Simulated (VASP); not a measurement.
Wanted: the native input for a VASP 6.6.1 run.

| Property | Result |
| --- | --- |
| Task | single point |
| Functional | PBEsol |
| Potentials or basis | VASP PAW PBE potentials, release 64 (Co, O) |
| Cutoff | 520 eV |
| k mesh | 10 × 10 × 5 |
| Occupations | fermi-dirac, width 0.05 eV |
| Spin | collinear spin, ferromagnetic start |
| Starting moments | [2.0, 2.0, 0.0, 0.0] μB |
| Dipole correction | no |
| Further INCAR settings | ALGO = Normal; EDIFF = 1e-06; NBANDS = 27 |

The structure of CoO lies in POSCAR:

```
CoO
1.0
    3.1544290168      0.0000000000      0.0000000000
   -1.5772145085      2.7318156630      0.0000000000
    0.0000000000      0.0000000000      5.1580428080
Co O
2 2
Direct
    0.3333333333      0.6666666667      0.5033624100
    0.0000000000      0.0000000000      0.0034741400
    0.3333333333      0.6666666667      0.8715556000
    0.0000000000      0.0000000000      0.3716088500
```

This cell differs from its parent crystal: volume scaled by 0.96.

One way to write it, as run:

INCAR

```
PREC = Accurate
ENCUT = 520
EDIFF = 1E-6
ISMEAR = -1
SIGMA = 0.05
LREAL = False
LASPH = True
NELM = 150
ALGO = Normal
ISIF = 2
LWAVE = False
LCHARG = True
ISPIN = 2
MAGMOM = 2 2 0 0
LORBIT = 11
LMAXMIX = 4
GGA = PS
LELF = True
LVHAR = True
NBANDS = 27
```

KPOINTS

```
Automatic mesh
0
Gamma
  10 10 5
```

Potentials or basis: VASP PAW PBE potentials, release 64 (Co, O).

Run with:

```console
$ cat potpaw_PBE.64/Co/POTCAR potpaw_PBE.64/O/POTCAR > POTCAR
$ mpirun -np 1 vasp_std > vasp.out
```

Results of the run:

| Quantity | Value |
| --- | --- |
| Pressure | -3.0 GPa |
| Largest force | 0.317 eV/Å |
| Net moment | 5.52 μB per cell |
| Site moments | Co +2.37; O +0.30 μB |
| Valence electrons inside the program's atomic spheres | Co 8.06; O 4.98 |

Caveat: the PAW data sets were made with another functional, which shifts forces and pressure a little.

Wall time 2.3 min on 1 thread of Intel(R) Xeon(R) Platinum 8259CL CPU @ 2.50GHz (Skylake/Cascade Lake), on a shared host, peak memory 0.24 GiB.
